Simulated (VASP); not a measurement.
Write the native input for VASP 6.6.1 that does the following.

```yaml
Task: single point
Functional: revPBE
Potentials_or_basis: VASP PAW PBE potentials, release 64 (Ti_sv)
Cutoff: 520 eV
k_mesh: 13 × 13 × 13
Occupations: fermi-dirac, width 0.1 eV
Spin: no spin polarisation
Dipole_correction: no
Further_INCAR_settings: ALGO = Normal; EDIFF = 1e-06; NBANDS = 12
```

The structure of Ti lies in POSCAR:

```
Ti
1.0
   -1.6422078818      1.6422078818      1.6422078818
    1.6422078818     -1.6422078818      1.6422078818
    1.6422078818      1.6422078818     -1.6422078818
Ti
1
Direct
    0.0000000000      0.0000000000      0.0000000000
```

The input as run:

INCAR

```
SYSTEM = Ti
  PREC = Accurate
  ENCUT = 520
  EDIFF = 1E-6
  ISMEAR = -1
  SIGMA = 0.1
  LREAL = .FALSE.
  LASPH = .TRUE.
  NELM = 100
  ALGO = Normal
  ISIF = 2
  LWAVE = .FALSE.
  LCHARG = .FALSE.
  GGA = RE
  NBANDS = 12
```

KPOINTS

```
Automatic mesh
0
G
  13 13 13
  0 0 0
```

Potentials or basis: VASP PAW PBE potentials, release 64 (Ti_sv).

Launch:

```bash
$ cat potpaw_PBE.64/Ti_sv/POTCAR > POTCAR
$ mpirun -np 1 vasp_std > vasp.out
```

It gave:

```yaml
Pressure: -0.2 GPa
Band_gap_on_the_k_mesh: zero (band 6 reaches 8.95 eV, above the bottom of band 7 at 7.40 eV)
```

Caveat: the PAW data sets were made with another functional, which shifts forces and pressure a little.

It took 10 s on 1 thread of Intel Xeon 6975P-C (shared host), peak memory 0.15 GiB.
